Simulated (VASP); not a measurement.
# Ta3H in VASP: notebook

Ta3H is run at these levels: PBE; tasks: single point.

All numbers are computed with VASP 6.6.1; they aren't measurements. Logs are shortened: lines on timing, memory, paths and dates and some standing lists are left out, and cuts for length are marked.

### 1 The cell of the first run

The cell holds a slab with vacuum, 4 atoms: a = 2.874 Å, b = 2.874 Å, c = 20.027 Å, α = 90.00°, β = 90.00°, γ = 109.47°.

### 2 Single point, PBE

The input, INCAR:

```
SYSTEM = Ta3H
ALGO = Normal ; DIPOL = 0.5 0.5 0.359
EDIFF = 1E-6 ; ENCUT = 520
GGA = PE ; IDIPOL = 3
ISIF = 2 ; ISMEAR = 0
LASPH = .True. ; LCHARG = .False.
LDIPOL = .True. ; LREAL = .False.
LWAVE = .False. ; NBANDS = 25
NELM = 100 ; PREC = Accurate
SIGMA = 0.1
```

The input, KPOINTS:

```
k-points
0
Gamma
  10 10 1
  0 0 0
```

The input, POSCAR:

```
Ta3H
1.0
    2.8743098524      0.0000000000      0.0000000000
   -0.9581032841      2.7099253172      0.0000000000
    0.0000000000      0.0000000000     20.0266897040
Ta H
3 1
Direct
    0.5000000000      0.5000000000      0.1997334587
    0.0000000000      0.0000000000      0.3127671377
    0.5000000000      0.5000000000      0.4257663064
    0.8333333333      0.8333333333      0.4985812759
```

Potentials or basis: VASP PAW PBE potentials, release 64 (Ta_pv, H).

Command:

```console
$ cat potpaw_PBE.64/Ta_pv/POTCAR potpaw_PBE.64/H/POTCAR > POTCAR
$ mpirun -np 1 vasp_std > vasp.out
```

OUTCAR:

```text
SYSTEM = Ta3H
   EDIFF = 1E-6
   ENCUT = 520
   GGA = PE
   ISIF = 2
   ISMEAR = 0
   LASPH = .True.
   LREAL = .False.
   NELM = 100
   PREC = Accurate

 ion  position               nearest neighbor table
   1  0.500  0.500  0.200-   2 2.81   2 2.81   2 3.26   2 3.26
   2  0.000  0.000  0.313-   3 2.81   3 2.81   1 2.81   1 2.81   3 3.26   3 3.26   1 3.26   1 3.26

   3  0.500  0.500  0.426-   4 1.83   2 2.81   2 2.81   2 3.26   2 3.26
   4  0.833  0.833  0.499-   3 1.83

  LATTYP: Found a base centered orthorhombic cell.
 ALAT       =     3.3189671341
 B/A-ratio  =     1.4142135623
 C/A-ratio  =     6.0340126596

  Lattice vectors:

 A1 = (   2.8743098524,   0.0000000000,   0.0000000000)
 A2 = (  -0.9581032841,   2.7099253172,   0.0000000000)
 A3 = (   0.0000000000,   0.0000000000,  20.0266897040)

Analysis of symmetry for initial positions (statically):
=====================================================================
 Subroutine PRICEL returns:
 Original cell was already a primitive cell.

 Routine SETGRP: Setting up the symmetry group for a
 base centered orthorhombic supercell.

 Subroutine GETGRP returns: Found  2 space group operations
 (whereof  2 operations were pure point group operations)
 out of a pool of  8 trial point group operations.

The static configuration has the point symmetry C_1h.

Analysis of symmetry for dynamics (positions and initial velocities):
=====================================================================
 Subroutine PRICEL returns:
 Original cell was already a primitive cell.

 Routine SETGRP: Setting up the symmetry group for a
 base centered orthorhombic supercell.

 Subroutine GETGRP returns: Found  2 space group operations
 (whereof  2 operations were pure point group operations)
 out of a pool of  8 trial point group operations.

The dynamic configuration has the point symmetry C_1h.

 Subroutine INISYM returns: Found  2 space group operations
 (whereof  2 operations are pure point group operations),
 and found     1 'primitive' translations

----------------------------------------------------------------------------------------

                                     Primitive cell

  volume of cell :     155.9912

  direct lattice vectors                    reciprocal lattice vectors
     2.874309852  0.000000000  0.000000000     0.347909603  0.123004620  0.000000000
    -0.958103284  2.709925317  0.000000000     0.000000000  0.369013859  0.000000000
     0.000000000  0.000000000 20.026689704     0.000000000  0.000000000  0.049933365

  length of vectors
     2.874309852  2.874309852 20.026689704     0.369013859  0.369013859  0.049933365

  position of ions in fractional coordinates (direct lattice)
     0.500000000  0.500000000  0.199733459
     0.000000000  0.000000000  0.312767138
     0.500000000  0.500000000  0.425766306
     0.833333333  0.833333333  0.498581276

  ion indices of the primitive-cell ions
   primitive index   ion index
                 1           1
                 2           2
                 3           3
                 4           4

----------------------------------------------------------------------------------------

 KPOINTS: k-points

Automatic generation of k-mesh.
 Grid dimensions read from file:
 generate k-points for:   10   10    1

 Generating k-lattice:

  Cartesian coordinates                     Fractional coordinates (reciprocal lattice)
     0.034790960  0.012300462  0.000000000     0.100000000  0.000000000  0.000000000
     0.000000000  0.036901386  0.000000000     0.000000000  0.100000000  0.000000000
     0.000000000  0.000000000  0.049933365     0.000000000  0.000000000  1.000000000

  Length of vectors
     0.036901386  0.036901386  0.049933365

  Shift w.r.t. Gamma in fractional coordinates (k-lattice)
     0.000000000  0.000000000  0.000000000

 Subroutine IBZKPT returns following result:
 ===========================================

 Found     31 irreducible k-points:

 Following reciprocal coordinates:
            Coordinates               Weight
  0.000000  0.000000  0.000000      1.000000
  0.100000  0.000000  0.000000      4.000000
  0.200000  0.000000  0.000000      4.000000
  0.300000  0.000000  0.000000      4.000000
  0.400000  0.000000  0.000000      4.000000
  0.500000  0.000000  0.000000      2.000000
[... 16 lines left out ...]
  0.300000  0.300000  0.000000      2.000000
  0.400000  0.300000  0.000000      4.000000
 [... further k-points ...]
   k-points           NKPTS =     31   k-points in BZ     NKDIM =     31   number of bands    NBANDS=     25
   number of dos      NEDOS =    301   number of ions     NIONS =      4
   total plane-waves  NPLWV =  86400
   dimension x,y,z NGX =    24 NGY =   24 NGZ =  150
   dimension x,y,z NGXF=    48 NGYF=   48 NGZF=  300
   ions per type =               3   1
   NGX,Y,Z   is equivalent  to a cutoff of  13.88, 13.88, 12.45 a.u.
   NGXF,Y,Z  is equivalent  to a cutoff of  27.76, 27.76, 24.90 a.u.
 SYSTEM =  Ta3H
   PREC   = accura    normal or accurate (medium, high low for compatibility)
   ISTART =      0    job   : 0-new  1-cont  2-samecut
   ICHARG =      2    charge: 1-file 2-atom 10-const
   ISPIN  =      1    spin polarized calculation?
   LNONCOLLINEAR =      F non collinear calculations
   LSORBIT =      F    spin-orbit coupling
   LASPH  =      T    aspherical Exc in radial PAW
   ENCUT  =  520.0 eV  38.22 Ry    6.18 a.u.   5.34  5.34 37.24*2*pi/ulx,y,z
   NELM   =    100;   NELMIN=  2; NELMDL= -5     # of ELM steps
   EDIFF  = 0.1E-05   stopping-criterion for ELM
   LREAL  =      F    real-space projection
   EDIFFG = 0.1E-04   stopping-criterion for IOM
   NSW    =      0    number of steps for IOM
   IBRION =     -1    ionic relax: 0-MD 1-quasi-New 2-CG
   NFREE  =      0    steps in history (QN), initial steepest desc. (CG)
   ISIF   =      2    stress and relaxation
   ISYM   =      2    0-nonsym 1-usesym 2-fastsym
   POTIM  = 0.5000    time-step for ionic-motion
   TEBEG  =    0.0;   TEEND  =   0.0 temperature during run
   PSTRESS=    0.0 pullay stress
   NELECT =      34.0000    total number of electrons
   NUPDOWN=      -1.0000    fix difference up-down
   EMIN   =  10.00;   EMAX   =-10.00  energy-range for DOS
   EFERMI =   0.00;   METHOD = LEGACY
   ISMEAR =     0;   SIGMA  =   0.10  broadening in eV -4-tet -1-fermi 0-gaus
   EFERMI_NEDOS =   21; number of points for ismear=-14 and -15
   IALGO  =     38    algorithm
   IMIX   =      4    mixing-type and parameters
     AMIX     =   0.40;   BMIX     =  1.00
     AMIX_MAG =   1.60;   BMIX_MAG =  1.00
  volume/ion in A,a.u.               =      39.00       263.17
  Fermi-wavevector in a.u.,A,eV,Ry     =   0.985223  1.861801 13.206684  0.970664
  Thomas-Fermi vector in A             =   2.116514
   LORBIT       =      0    0 simple, 1 ext, 2 COOP (PROOUT), +10 PAW based schemes
   GGA     = PE    functional components
   LHFCALC =     F    Hartree Fock is set to
   AEXX    =    0.0000 exact exchange contribution
   IVDW    =     0    specifies the selected vdW correction
   LEPSILON=     F    determine dielectric tensor
   LRPA    =     F    only Hartree local field effects (RPA)
 non-spin polarized calculation
 Gauss-broadening in eV      SIGMA  =   0.10
  energy-cutoff  :      520.00
  volume of cell :      155.99
 maximum number of plane-waves:      4238
 NGX is ok and might be reduce to    24
   NGX = 11   NGY = 11   NGZ = 75

 dipolmoment           0.000000      0.000000      0.000291 electrons x Angstroem

 number of electron      33.9999997 magnetization

 dipolmoment           0.000000      0.000000     -0.000156 electrons x Angstroem

 Free energy of the ion-electron system (eV)
  ---------------------------------------------------
  ext. energy  EPLUGINS =         0.00000000
  ---------------------------------------------------
  free energy    TOTEN  =       -36.81428751 eV

  energy without entropy =      -36.80342208  energy(sigma->0) =      -36.80885479

 E-fermi :  -0.9102     XC(G=0):  -5.5489

 val. band max:       -0.9479376398   @ k =  -0.2000   0.1000   0.0000
 cond. band min:      -0.8880237786   @ k =   0.3000   0.2000   0.0000
 fundamental gap:      0.0599138612
 Fermi energy:        -0.9101614253

 k-point     1 :       0.0000    0.0000    0.0000
  band No.  band energies     occupation
      1     -35.4216      2.00000
      2     -35.1061      2.00000
      3     -34.7347      2.00000
      4     -34.5687      2.00000
      5     -34.5215      2.00000
      6     -34.3715      2.00000
[... 17 lines left out ...]
     24       2.6898      0.00000
     25       2.9354      0.00000

 k-point     2 :       0.1000    0.0000    0.0000
  band No.  band energies     occupation
      1     -35.3992      2.00000
      2     -35.1113      2.00000
      3     -34.7796      2.00000
      4     -34.6325      2.00000
      5     -34.5596      2.00000
      6     -34.4003      2.00000
[... 17 lines left out ...]
     24       2.7048      0.00000
     25       2.7664      0.00000

 k-point     3 :       0.2000    0.0000    0.0000
  band No.  band energies     occupation
      1     -35.3438      2.00000
      2     -35.1376      2.00000
      3     -34.9372      2.00000
      4     -34.8015      2.00000
      5     -34.6127      2.00000
      6     -34.4721      2.00000
[... 17 lines left out ...]
     24       2.5106      0.00000
     25       3.1670      0.00000

 k-point     4 :       0.3000    0.0000    0.0000
  band No.  band energies     occupation
      1     -35.3148      2.00000
      2     -35.2344      2.00000
      3     -35.0860      2.00000
      4     -35.0136      2.00000
      5     -34.6481      2.00000
      6     -34.6000      2.00000
[... 17 lines left out ...]
     24       2.9641      0.00000
     25       3.4218      0.00000

 k-point     5 :       0.4000    0.0000    0.0000
  band No.  band energies     occupation
      1     -35.4333      2.00000
      2     -35.3150      2.00000
      3     -35.2296      2.00000
      4     -35.0421      2.00000
      5     -34.6999      2.00000
      6     -34.6734      2.00000
[... 17 lines left out ...]
     24       3.4557      0.00000
     25       3.8194      0.00000

 k-point     6 :       0.5000    0.0000    0.0000
  band No.  band energies     occupation
      1     -35.4989      2.00000
      2     -35.3448      2.00000
      3     -35.3038      2.00000
      4     -35.0167      2.00000
      5     -34.7221      2.00000
      6     -34.6935      2.00000
[... 17 lines left out ...]
     24       3.4619      0.00000
     25       3.8852      0.00000
[... 393 lines left out ...]
 k-point    21 :      -0.3000    0.2000    0.0000
  band No.  band energies     occupation
      1     -35.2894      2.00000
      2     -35.1151      2.00000
      3     -35.0524      2.00000
      4     -34.9442      2.00000
      5     -34.8593      2.00000
      6     -34.7160      2.00000
[... 17 lines left out ...]
     24       2.7191      0.00000
     25       3.0290      0.00000

 k-point    22 :      -0.2000    0.2000    0.0000
  band No.  band energies     occupation
      1     -35.3317      2.00000
      2     -35.0589      2.00000
      3     -34.8757      2.00000
      4     -34.8685      2.00000
      5     -34.7107      2.00000
      6     -34.7078      2.00000
[... 17 lines left out ...]
     24       1.7410      0.00000
     25       3.0079      0.00000

 k-point    23 :       0.3000    0.3000    0.0000
  band No.  band energies     occupation
      1     -35.2623      2.00000
      2     -35.2145      2.00000
      3     -35.1486      2.00000
      4     -35.0255      2.00000
      5     -34.9905      2.00000
      6     -34.9698      2.00000
[... 17 lines left out ...]
     24       3.4853      0.00000
     25       3.6512      0.00000

 k-point    24 :       0.4000    0.3000    0.0000
  band No.  band energies     occupation
      1     -35.3427      2.00000
      2     -35.2199      2.00000
      3     -35.1992      2.00000
      4     -35.1190      2.00000
      5     -34.9778      2.00000
      6     -34.9553      2.00000
[... 17 lines left out ...]
     24       4.0174      0.00000
     25       4.4586      0.00000

 [... further k-points ...]

------------------------ aborting loop because EDIFF is reached ----------------------------------------

 vacuum level on the upper side and lower side of the slab       (xc-potential included)        -0.210        -0.254

  FORCE on cell =-STRESS in cart. coord.  units (eV):
  Direction    XX          YY          ZZ          XY          YZ          ZX
  --------------------------------------------------------------------------------------
  -------------------------------------------------------------------------------------
  Total       -2.4743532     -2.1937120      0.7064519      0.3968866      1.2664557      0.8955186
  in kB      -25.4139519    -22.5315009      7.2559298      4.0764013     13.0077005      9.1978245
  external PRESSURE =     -13.5631743 kB  Pullay stress =       0.0000000 kB

 VOLUME and BASIS-vectors are now :
 -----------------------------------------------------------------------------
  energy-cutoff  :      520.00
  volume of cell :      155.99
      direct lattice vectors                 reciprocal lattice vectors
     2.874309852  0.000000000  0.000000000     0.347909603  0.123004620  0.000000000
    -0.958103284  2.709925317  0.000000000     0.000000000  0.369013859  0.000000000
     0.000000000  0.000000000 20.026689704     0.000000000  0.000000000  0.049933365

 POSITION                                       TOTAL-FORCE (eV/Angst)
 -----------------------------------------------------------------------------------
      0.95810      1.35496      4.00000        -0.001763     -0.002494      0.105645
      0.00000      0.00000      6.26369        -0.058150     -0.082237     -0.529975
      0.95810      1.35496      8.52669        -0.458577     -0.648527      0.413639
      1.59684      2.25827      9.98493         0.518491      0.733257      0.010691
 -----------------------------------------------------------------------------------
    total drift:                                0.000012      0.000016     -0.000381

  FREE ENERGIE OF THE ION-ELECTRON SYSTEM (eV)
  ---------------------------------------------------
  free  energy   TOTEN  =       -36.8142875079 eV

  energy  without entropy=      -36.8034220758  energy(sigma->0) =      -36.80885479

 vacuum level on the upper side and lower side of the slab         3.693         3.646
```

It took 2.6 min on 1 thread of Intel Xeon Platinum 8259CL at 2.50GHz (Skylake/Cascade Lake), shared host; peak memory 0.33 GiB.

What came out:

```yaml
Free_energy: -36.8143 eV
Largest_force: 0.898 eV/Å
Band_gap_on_the_k_mesh: zero (band 17 reaches 0.09 eV, above the bottom of band 18 at -1.26 eV)
```

Forces on the atoms (eV/Å):
```
Ta  -0.002 -0.002  0.106
Ta  -0.058 -0.082 -0.530
Ta  -0.459 -0.649  0.414
H    0.518  0.733  0.011
```

Caveat: spin-orbit coupling is left out, which moves the levels of the heavy elements.

### 3 Single point, PBE

The input, INCAR:

```
SYSTEM = Ta3H
  ALGO = Normal
  DIPOL = 0.5 0.5 0.355
  EDIFF = 1E-7
  ENCUT = 520
  GGA = PE
  IDIPOL = 3
  ISIF = 2
  ISMEAR = 0
  LASPH = .True.
  LCHARG = .False.
  LDIPOL = .True.
  LREAL = .False.
  LWAVE = .False.
  NBANDS = 25
  NELM = 80
  PREC = Accurate
  SIGMA = 0.1
```

KPOINTS is that of step 2.

Edit POSCAR of step 2 so:

```diff
@@ -11,2 +11,2 @@
     0.5000000000      0.5000000000      0.4257663064
-    0.8333333333      0.8333333333      0.4985812759
+    0.8333333333      1.1666666667      0.4802204405
```

Potentials or basis: VASP PAW PBE potentials, release 64 (Ta_pv, H).

Command:

```console
$ cat potpaw_PBE.64/Ta_pv/POTCAR potpaw_PBE.64/H/POTCAR > POTCAR
$ mpirun -np 1 vasp_std > vasp.out
```

OUTCAR:

```text
SYSTEM = Ta3H
   EDIFF = 1E-7
   ENCUT = 520
   GGA = PE
   ISIF = 2
   ISMEAR = 0
   LASPH = .True.
   LREAL = .False.
   NELM = 80
   PREC = Accurate

 ion  position               nearest neighbor table
   1  0.500  0.500  0.200-   2 2.81   2 2.81   2 3.26   2 3.26
   2  0.000  0.000  0.313-   3 2.81   3 2.81   1 2.81   1 2.81   3 3.26   3 3.26   1 3.26   1 3.26

   3  0.500  0.500  0.426-   4 1.91   4 2.13   4 2.13   2 2.81   2 2.81   2 3.26   2 3.26
   4  0.833  0.167  0.480-   3 1.91   3 2.13   3 2.13

  LATTYP: Found a base centered orthorhombic cell.
 ALAT       =     3.3189671341
[... 880 lines left out ...]
  -------------------------------------------------------------------------------------
  Total       -1.1774788     -2.2177855      0.9523349     -1.4712160     -0.4282712      0.6056665
  in kB      -12.0938224    -22.7787588      9.7813815    -15.1107820     -4.3987515      6.2207687
  external PRESSURE =      -8.3637332 kB  Pullay stress =       0.0000000 kB

 VOLUME and BASIS-vectors are now :
 -----------------------------------------------------------------------------
  energy-cutoff  :      520.00
  volume of cell :      155.99
      direct lattice vectors                 reciprocal lattice vectors
     2.874309852  0.000000000  0.000000000     0.347909603  0.123004620  0.000000000
    -0.958103284  2.709925317  0.000000000     0.000000000  0.369013859  0.000000000
     0.000000000  0.000000000 20.026689704     0.000000000  0.000000000  0.049933365

 POSITION                                       TOTAL-FORCE (eV/Angst)
 -----------------------------------------------------------------------------------
      0.95810      1.35496      4.00000        -0.021498      0.015202      0.005778
      0.00000      0.00000      6.26369        -0.036667      0.025927     -0.432362
      0.95810      1.35496      8.52669        -0.332374      0.235024      0.398284
      2.23557      0.45165      9.61723         0.390539     -0.276153      0.028301
 -----------------------------------------------------------------------------------
    total drift:                                0.000011     -0.000008     -0.000196

  FREE ENERGIE OF THE ION-ELECTRON SYSTEM (eV)
  ---------------------------------------------------
  free  energy   TOTEN  =       -37.5013829231 eV

  energy  without entropy=      -37.4880237827  energy(sigma->0) =      -37.49470335

 vacuum level on the upper side and lower side of the slab         3.478         3.825
```

OSZICAR:

```text
N       E                     dE             d eps       ncg     rms          rms(c)
DAV:   1     0.249864146930E+03    0.24986E+03   -0.19033E+04  1870   0.118E+03
DAV:   2    -0.306960016703E+02   -0.28056E+03   -0.27227E+03  1874   0.320E+02
DAV:   3    -0.402299760082E+02   -0.95340E+01   -0.92748E+01  2046   0.552E+01
[... 22 lines left out ...]
DAV:  26    -0.375013819476E+02   -0.11731E-05   -0.11509E-07  1433   0.132E-03    0.424E-04
DAV:  27    -0.375013824455E+02   -0.49792E-06   -0.37341E-08  1457   0.959E-04    0.285E-04
DAV:  28    -0.375013827569E+02   -0.31135E-06   -0.45043E-08  1365   0.861E-04    0.797E-05
DAV:  29    -0.375013828743E+02   -0.11743E-06   -0.81122E-09  1185   0.302E-04    0.965E-05
DAV:  30    -0.375013829231E+02   -0.48819E-07   -0.27286E-09  1054   0.195E-04
   1 F= -.37501383E+02 E0= -.37494703E+02  d E =-.133591E-01
```

stdout:

```text
POSCAR found type information on POSCAR TaH
 POSCAR found :  2 types and       4 ions
 scaLAPACK will be used
 LDA part: xc-table for (Slater+PW92), standard interpolation
 POSCAR, INCAR and KPOINTS ok, starting setup
 FFT: planning ... GRIDC
 FFT: planning ... GRID_SOFT
 FFT: planning ... GRID
 WAVECAR not read
 entering main loop
```

It took 3 min on 1 thread of Intel Xeon Platinum 8259CL at 2.50GHz (Skylake/Cascade Lake), shared host; peak memory 0.33 GiB.

Results:

* Free energy: -37.5014 eV
* Largest force: 0.570 eV/Å
* Band gap on the k mesh: zero (band 17 reaches 0.30 eV, above the bottom of band 18 at -1.13 eV)

Forces in eV/Å, atoms in the order of the input:
```
Ta  -0.021  0.015  0.006
Ta  -0.037  0.026 -0.432
Ta  -0.332  0.235  0.398
H    0.391 -0.276  0.028
```

Levels at points of the mesh, in eV from the Fermi level:
| k point | band 14 | band 15 | band 16 | band 17 | band 18 | band 19 | band 20 | band 21 |
| --- | --- | --- | --- | --- | --- | --- | --- | --- |
| (0.00, 0.00, 0.00) | -1.54 | -0.79 | -0.36 | 0.29 | 0.51 | 0.93 | 1.02 | 3.08 |
| (0.50, 0.00, 0.00) | -1.45 | -1.42 | -0.58 | -0.27 | 1.21 | 2.19 | 3.25 | 3.51 |
| (0.50, 0.50, 0.00) | -2.20 | -1.15 | -0.46 | 1.08 | 1.71 | 1.99 | 2.90 | 3.64 |

Caveat: spin-orbit coupling is left out, which moves the levels of the heavy elements.

(Part 1 of 2 ends here.)
